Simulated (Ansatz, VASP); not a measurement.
## CuI in VASP and in Ansatz

```
Cu I
1.0
     0.00000    3.01203    3.01203
     3.13251    0.00000    3.01203
     3.13251    3.01203    0.00000
Cu I
1 1
Direct
  0.00000 0.00000 0.00000
  0.25000 0.25000 0.25000
```

Change from the starting cell: uniaxial_x strain +4.0%.

Alike in both runs: task single point; functional PBE; k mesh 8 × 8 × 8; occupations fermi-dirac, width 0.02 eV; no spin polarisation.

|  | VASP | Ansatz |
| --- | --- | --- |
| version | VASP 6.6.1 | Ansatz 0.2.0 |
| potentials or method | VASP PAW PBE potentials, release 64 (Cu, I) | plane waves, PAW |
| plane-wave cutoff (eV) | 520 | 420 |
| valence electrons in the cell | 18 | 36 |

Ansatz gave:

```
gap on the k mesh at the Fermi level (eV)                     : 1.05
pressure (GPa)                                                : -0.5
traceless stress, the component that is largest in VASP (GPa) : -0.49
```

Problem. What did VASP give for the same quantities?

Solution. gap on the k mesh at the Fermi level (eV): 1.07; pressure (GPa): -0.5; traceless stress, the component that is largest in VASP (GPa): -0.49.

With one functional, cell and mesh, what is left measures potentials, basis and numerics. VASP's potentials hold 18 valence electrons a cell and Ansatz's 36, so a difference there can come from the potentials and not from the codes.

Neither program's run includes spin-orbit coupling.
